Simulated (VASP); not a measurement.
Runs of VASP 6.6.1 on C. The structure is that of space group P6_3/mmc (No. 194), or close to it. The cells are those of the table. 

| cell | gap on the mesh (eV) | pressure (GPa) | largest force (eV/Å) |
| --- | --- | --- | --- |
| a = 2.519, b = 2.519, c = 8.023 Å, angles 90.0, 90.0, 120.0°, 8 atoms | 2.35 | 4.2 | 3.83 |
| a = 2.402, b = 2.402, c = 8.789 Å, angles 90.0, 90.0, 120.0°, 8 atoms | 2.59 | 3.5 | (a) |
| a = 2.548, b = 2.548, c = 7.831 Å, angles 90.0, 90.0, 120.0°, 8 atoms | 3.23 | 4.2 | 1.54 |
| a = 2.461, b = 2.461, c = 8.406 Å, angles 90.0, 90.0, 120.0°, 8 atoms | (b) | 6.4 | 2.21 |

Alike in all rows: task single point; level LDA; potentials or basis VASP PAW LDA potentials, release 64 (C); no spin polarisation; k mesh 12 × 12 × 4; cutoff (eV) 520; smearing gaussian 0.05 eV.

Problem. Estimate the missing entries.

Solution. (a) 3.57; (b) 2.71.

Caveats: forces of over 1 eV/Å act on the atoms, so gaps and moduli don't describe the material at rest.

A k mesh can miss the band edges.
